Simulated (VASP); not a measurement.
# Bi3H (Pm-3m) in VASP: a series of runs

The runs below take Bi3H through relaxation of cell and atoms, single point, with PBE.

Program: VASP 6.6.1. These are calculated values, not measurements. Logs are shortened: lines on timing, memory, paths and dates and some standing lists are left out, and cuts for length are marked.

### 1 The cell of the first run

Symmetry: Pm-3m, No. 221, cubic system. Conventional cell: a = 4.581 Å, b = 4.581 Å, c = 4.581 Å, α = 90.00°, β = 90.00°, γ = 90.00°. Bi (site symmetry 4/mmm) has 8 Bi at 3.24 Å and 4 H at 3.24 Å within 4.3 Å. H (site symmetry m-3m) has 12 Bi at 3.24 Å within 4.3 Å.

### 2 Relaxation of cell and atoms, PBE

The input, INCAR:

```
SYSTEM = Bi3H
  PREC = Accurate
  ENCUT = 600
  EDIFF = 1E-7
  ISMEAR = 0
  SIGMA = 0.1
  LREAL = .FALSE.
  LASPH = .TRUE.
  NELM = 60
  ALGO = Normal
  ISIF = 3
  LWAVE = .FALSE.
  LCHARG = .FALSE.
  GGA = PE
  IBRION = 2
  NSW = 90
  EDIFFG = -0.04
```

The input, KPOINTS:

```
Automatic mesh
0
G
  4 4 4
  0 0 0
```

The input, POSCAR:

```
Bi3H
1.0
    4.5809028763      0.0000000000      0.0000000000
    0.0000000000      4.5809028763      0.0000000000
    0.0000000000      0.0000000000      4.5809028763
Bi H
3 1
Direct
    0.0000000000      0.5000000000      0.5000000000
    0.5000000000      0.0000000000      0.5000000000
    0.5000000000      0.5000000000      0.0000000000
    0.0000000000      0.0000000000      0.0000000000
```

Potentials or basis: VASP PAW PBE potentials, release 64 (Bi_d, H).

Launch:

```bash
cat potpaw_PBE.64/Bi_d/POTCAR potpaw_PBE.64/H/POTCAR > POTCAR
mpirun -np 1 vasp_std > vasp.out
```

OUTCAR:

```text
SYSTEM = Bi3H
   PREC = Accurate
   ENCUT = 600
   EDIFF = 1E-7
   ISMEAR = 0
   LREAL = .FALSE.
   LASPH = .TRUE.
   NELM = 60
   ISIF = 3
   GGA = PE
   IBRION = 2
   NSW = 90
   EDIFFG = -0.04

 ion  position               nearest neighbor table
   1  0.000  0.500  0.500-   2 3.24   3 3.24   3 3.24   2 3.24   2 3.24   3 3.24   3 3.24   2 3.24

   2  0.500  0.000  0.500-   1 3.24   3 3.24   3 3.24   1 3.24   3 3.24   3 3.24   1 3.24   1 3.24

   3  0.500  0.500  0.000-   1 3.24   2 3.24   1 3.24   2 3.24   2 3.24   2 3.24   1 3.24   1 3.24

   4  0.000  0.000  0.000-

  LATTYP: Found a simple cubic cell.
 ALAT       =     4.5809028763

  Lattice vectors:

 A1 = (   4.5809028763,   0.0000000000,   0.0000000000)
 A2 = (   0.0000000000,   4.5809028763,   0.0000000000)
 A3 = (   0.0000000000,   0.0000000000,   4.5809028763)

Analysis of symmetry for initial positions (statically):
=====================================================================
 Subroutine PRICEL returns:
 Original cell was already a primitive cell.

 Routine SETGRP: Setting up the symmetry group for a
 simple cubic supercell.

 Subroutine GETGRP returns: Found 48 space group operations
 (whereof 48 operations were pure point group operations)
 out of a pool of 48 trial point group operations.

The static configuration has the point symmetry O_h .

Analysis of symmetry for dynamics (positions and initial velocities):
=====================================================================
 Subroutine PRICEL returns:
 Original cell was already a primitive cell.

 Routine SETGRP: Setting up the symmetry group for a
 simple cubic supercell.

 Subroutine GETGRP returns: Found 48 space group operations
 (whereof 48 operations were pure point group operations)
 out of a pool of 48 trial point group operations.

The dynamic configuration has the point symmetry O_h .

 Subroutine INISYM returns: Found 48 space group operations
 (whereof 48 operations are pure point group operations),
 and found     1 'primitive' translations

----------------------------------------------------------------------------------------

                                     Primitive cell

  volume of cell :      96.1287

  direct lattice vectors                    reciprocal lattice vectors
     4.580902876  0.000000000  0.000000000     0.218297577  0.000000000  0.000000000
     0.000000000  4.580902876  0.000000000     0.000000000  0.218297577  0.000000000
     0.000000000  0.000000000  4.580902876     0.000000000  0.000000000  0.218297577

  length of vectors
     4.580902876  4.580902876  4.580902876     0.218297577  0.218297577  0.218297577

  position of ions in fractional coordinates (direct lattice)
     0.000000000  0.500000000  0.500000000
     0.500000000  0.000000000  0.500000000
     0.500000000  0.500000000  0.000000000
     0.000000000  0.000000000  0.000000000

  ion indices of the primitive-cell ions
   primitive index   ion index
                 1           1
                 2           2
                 3           3
                 4           4

----------------------------------------------------------------------------------------

 KPOINTS: Automatic mesh

Automatic generation of k-mesh.
 Grid dimensions read from file:
 generate k-points for:    4    4    4

 Generating k-lattice:

  Cartesian coordinates                     Fractional coordinates (reciprocal lattice)
     0.054574394  0.000000000  0.000000000     0.250000000  0.000000000  0.000000000
     0.000000000  0.054574394  0.000000000     0.000000000  0.250000000  0.000000000
     0.000000000  0.000000000  0.054574394     0.000000000  0.000000000  0.250000000

  Length of vectors
     0.054574394  0.054574394  0.054574394

  Shift w.r.t. Gamma in fractional coordinates (k-lattice)
     0.000000000  0.000000000  0.000000000

 Subroutine IBZKPT returns following result:
 ===========================================

 Found     10 irreducible k-points:

 Following reciprocal coordinates:
            Coordinates               Weight
  0.000000  0.000000  0.000000      1.000000
  0.250000  0.000000  0.000000      6.000000
  0.500000  0.000000  0.000000      3.000000
  0.250000  0.250000  0.000000     12.000000
  0.500000  0.250000  0.000000     12.000000
  0.500000  0.500000  0.000000      3.000000
  0.250000  0.250000  0.250000      8.000000
  0.500000  0.250000  0.250000     12.000000
  0.500000  0.500000  0.250000      6.000000
  0.500000  0.500000  0.500000      1.000000
   k-points           NKPTS =     10   k-points in BZ     NKDIM =     10   number of bands    NBANDS=     27
   number of dos      NEDOS =    301   number of ions     NIONS =      4
   total plane-waves  NPLWV =  64000
   dimension x,y,z NGX =    40 NGY =   40 NGZ =   40
   dimension x,y,z NGXF=    80 NGYF=   80 NGZF=   80
   ions per type =               3   1
   NGX,Y,Z   is equivalent  to a cutoff of  14.52, 14.52, 14.52 a.u.
   NGXF,Y,Z  is equivalent  to a cutoff of  29.03, 29.03, 29.03 a.u.
 SYSTEM =  Bi3H
   PREC   = accura    normal or accurate (medium, high low for compatibility)
   ISTART =      0    job   : 0-new  1-cont  2-samecut
   ICHARG =      2    charge: 1-file 2-atom 10-const
   ISPIN  =      1    spin polarized calculation?
   LNONCOLLINEAR =      F non collinear calculations
   LSORBIT =      F    spin-orbit coupling
   LASPH  =      T    aspherical Exc in radial PAW
   ENCUT  =  600.0 eV  44.10 Ry    6.64 a.u.   9.15  9.15  9.15*2*pi/ulx,y,z
   NELM   =     60;   NELMIN=  2; NELMDL= -5     # of ELM steps
   EDIFF  = 0.1E-06   stopping-criterion for ELM
   LREAL  =      F    real-space projection
   EDIFFG = -.4E-01   stopping-criterion for IOM
   NSW    =     90    number of steps for IOM
   IBRION =      2    ionic relax: 0-MD 1-quasi-New 2-CG
   NFREE  =      1    steps in history (QN), initial steepest desc. (CG)
   ISIF   =      3    stress and relaxation
   ISYM   =      2    0-nonsym 1-usesym 2-fastsym
   POTIM  = 0.5000    time-step for ionic-motion
   TEBEG  =    0.0;   TEEND  =   0.0 temperature during run
   PSTRESS=    0.0 pullay stress
   NELECT =      46.0000    total number of electrons
   NUPDOWN=      -1.0000    fix difference up-down
   EMIN   =  10.00;   EMAX   =-10.00  energy-range for DOS
   EFERMI =   0.00;   METHOD = LEGACY
   ISMEAR =     0;   SIGMA  =   0.10  broadening in eV -4-tet -1-fermi 0-gaus
   EFERMI_NEDOS =   21; number of points for ismear=-14 and -15
   IALGO  =     38    algorithm
   IMIX   =      4    mixing-type and parameters
     AMIX     =   0.40;   BMIX     =  1.00
     AMIX_MAG =   1.60;   BMIX_MAG =  1.00
  volume/ion in A,a.u.               =      24.03       162.18
  Fermi-wavevector in a.u.,A,eV,Ry     =   1.280490  2.419776 22.308873  1.639656
  Thomas-Fermi vector in A             =   2.412915
   LORBIT       =      0    0 simple, 1 ext, 2 COOP (PROOUT), +10 PAW based schemes
   GGA     = PE    functional components
   LHFCALC =     F    Hartree Fock is set to
   AEXX    =    0.0000 exact exchange contribution
   IVDW    =     0    specifies the selected vdW correction
   LEPSILON=     F    determine dielectric tensor
   LRPA    =     F    only Hartree local field effects (RPA)
 conjugate gradient relaxation of ions
 non-spin polarized calculation
 Gauss-broadening in eV      SIGMA  =   0.10
  energy-cutoff  :      600.00
  volume of cell :       96.13
 maximum number of plane-waves:      3221
 NGX is ok and might be reduce to    40
   NGX = 19   NGY = 19   NGZ = 19

--------------------------------------- Ionic step        1  -------------------------------------------

 number of electron      45.9999990 magnetization

 Free energy of the ion-electron system (eV)
  ---------------------------------------------------
  ext. energy  EPLUGINS =         0.00000000
  ---------------------------------------------------
  free energy    TOTEN  =       -12.47514881 eV

  energy without entropy =      -12.46234379  energy(sigma->0) =      -12.46874630

 E-fermi :   7.6613     XC(G=0): -10.2728

 val. band max:        7.5331132726   @ k =   0.5000   0.2500   0.2500
 cond. band min:       7.7202779392   @ k =   0.2500   0.2500   0.2500
 fundamental gap:      0.1871646666
 Fermi energy:         7.6613467076

 k-point     1 :       0.0000    0.0000    0.0000
  band No.  band energies     occupation
      1     -15.7848      2.00000
      2     -15.7848      2.00000
      3     -15.7848      2.00000
      4     -15.7539      2.00000
      5     -15.5942      2.00000
      6     -15.5942      2.00000
[... 19 lines left out ...]
     26      11.4275      0.00000
     27      11.4275      0.00000

 k-point     2 :       0.2500    0.0000    0.0000
  band No.  band energies     occupation
      1     -15.7785      2.00000
      2     -15.7211      2.00000
      3     -15.7211      2.00000
      4     -15.7134      2.00000
      5     -15.5897      2.00000
      6     -15.5594      2.00000
[... 302 lines left out ...]
  FORCE on cell =-STRESS in cart. coord.  units (eV):
  Direction    XX          YY          ZZ          XY          YZ          ZX
  --------------------------------------------------------------------------------------
  -------------------------------------------------------------------------------------
  Total       -0.9856950     -0.9856950     -0.9856950      0.0000000      0.0000000     -0.0000000
  in kB      -14.4374811    -14.4374811    -14.4374811      0.0000000      0.0000000     -0.0000000
  external PRESSURE =     -14.4374811 kB  Pullay stress =       0.0000000 kB

 VOLUME and BASIS-vectors are now :
 -----------------------------------------------------------------------------
  energy-cutoff  :      600.00
  volume of cell :      109.39
      direct lattice vectors                 reciprocal lattice vectors
     4.782488073  0.000000000 -0.000000000     0.209096183 -0.000000000  0.000000000
     0.000000000  4.782488073  0.000000000    -0.000000000  0.209096183 -0.000000000
    -0.000000000  0.000000000  4.782488073     0.000000000 -0.000000000  0.209096183

 POSITION                                       TOTAL-FORCE (eV/Angst)
 -----------------------------------------------------------------------------------
     -0.00000      2.39124      2.39124        -0.000000      0.000000      0.000000
      2.39124      0.00000      2.39124        -0.000000      0.000000      0.000000
      2.39124      2.39124      0.00000         0.000000     -0.000000      0.000000
      0.00000      0.00000      0.00000        -0.000000      0.000000      0.000000
 -----------------------------------------------------------------------------------
    total drift:                               -0.000000     -0.000000     -0.000000

  FREE ENERGIE OF THE ION-ELECTRON SYSTEM (eV)
  ---------------------------------------------------
  free  energy   TOTEN  =       -12.6310452144 eV

  energy  without entropy=      -12.6101074886  energy(sigma->0) =      -12.62057635

--------------------------------------- Ionic step        3  -------------------------------------------

 number of electron      46.0000012 magnetization

 Free energy of the ion-electron system (eV)
  ---------------------------------------------------
  ext. energy  EPLUGINS =         0.00000000
  ---------------------------------------------------
  free energy    TOTEN  =       -12.64667638 eV

  energy without entropy =      -12.62760388  energy(sigma->0) =      -12.63714013

 E-fermi :   6.4682     XC(G=0):  -9.8207

 val. band max:        6.3959626700   @ k =   0.5000   0.2500   0.2500
 cond. band min:       6.5061255371   @ k =   0.2500   0.2500   0.2500
 fundamental gap:      0.1101628670
 Fermi energy:         6.4682428112

 k-point     1 :       0.0000    0.0000    0.0000
  band No.  band energies     occupation
      1     -16.7796      2.00000
      2     -16.7796      2.00000
      3     -16.7796      2.00000
      4     -16.7513      2.00000
      5     -16.6395      2.00000
      6     -16.6395      2.00000
[... 19 lines left out ...]
     26      10.0172      0.00000
     27      10.0172      0.00000

 k-point     2 :       0.2500    0.0000    0.0000
  band No.  band energies     occupation
      1     -16.7752      2.00000
      2     -16.7324      2.00000
      3     -16.7324      2.00000
      4     -16.7229      2.00000
      5     -16.6367      2.00000
      6     -16.6147      2.00000
[... 264 lines left out ...]
  FORCE on cell =-STRESS in cart. coord.  units (eV):
  Direction    XX          YY          ZZ          XY          YZ          ZX
  --------------------------------------------------------------------------------------
  -------------------------------------------------------------------------------------
  Total        0.0122999      0.0122999      0.0122999     -0.0000000      0.0000000     -0.0000000
  in kB        0.1859539      0.1859539      0.1859539     -0.0000000      0.0000000     -0.0000000
  external PRESSURE =       0.1859539 kB  Pullay stress =       0.0000000 kB

 VOLUME and BASIS-vectors are now :
 -----------------------------------------------------------------------------
  energy-cutoff  :      600.00
  volume of cell :      105.98
      direct lattice vectors                 reciprocal lattice vectors
     4.732258701  0.000000000 -0.000000000     0.211315582 -0.000000000  0.000000000
     0.000000000  4.732258701  0.000000000    -0.000000000  0.211315582 -0.000000000
    -0.000000000  0.000000000  4.732258701     0.000000000 -0.000000000  0.211315582

 POSITION                                       TOTAL-FORCE (eV/Angst)
 -----------------------------------------------------------------------------------
     -0.00000      2.36613      2.36613        -0.000000      0.000000      0.000000
      2.36613      0.00000      2.36613         0.000000     -0.000000      0.000000
      2.36613      2.36613      0.00000         0.000000     -0.000000      0.000000
      0.00000      0.00000      0.00000        -0.000000      0.000000      0.000000
 -----------------------------------------------------------------------------------
    total drift:                               -0.000000     -0.000000     -0.000000

  FREE ENERGIE OF THE ION-ELECTRON SYSTEM (eV)
  ---------------------------------------------------
  free  energy   TOTEN  =       -12.6466763826 eV

  energy  without entropy=      -12.6276038797  energy(sigma->0) =      -12.63714013

 reached required accuracy - stopping structural energy minimisation
```

Wall time 3.6 min (1 thread of Oxide Virtual Turin-like, shared host); peak memory 0.21 GiB.

Results:

- Free energy: -12.6467 eV
- Relaxed volume: 26.49 Å³/atom
- Relaxed cell: a = 4.732 Å, b = 4.732 Å, c = 4.732 Å, α = 90.00°, β = 90.00°, γ = 90.00°
- Space group after relaxing (to 0.05 Å): Pm-3m (No. 221)
- Energy gained by relaxing: 42.9 meV/atom
- Ionic steps: 3
- Pressure after relaxing: 0.0 GPa
- Band gap on the k mesh: zero (band 23 reaches 7.84 eV, above the bottom of band 24 at 6.05 eV)

The path:
```
step  energy change (eV)  largest force (eV/Å)  pressure (GPa)  volume (Å³)
   1              0.0000                0.0000            6.08        96.13
   2             -0.1559                0.0000           -1.44       109.39
   3             -0.1715                0.0000            0.02       105.98
```

Final structure:
```
Bi H
1.0
     4.73226    0.00000    0.00000
     0.00000    4.73226    0.00000
     0.00000    0.00000    4.73226
Bi H
3 1
Cartesian
  0.0000 2.3661 2.3661
  2.3661 0.0000 2.3661
  2.3661 2.3661 0.0000
  0.0000 0.0000 0.0000
```

Caveat: spin-orbit coupling is left out, which moves the levels of the heavy elements.

(Continued in part 2 of 2.)
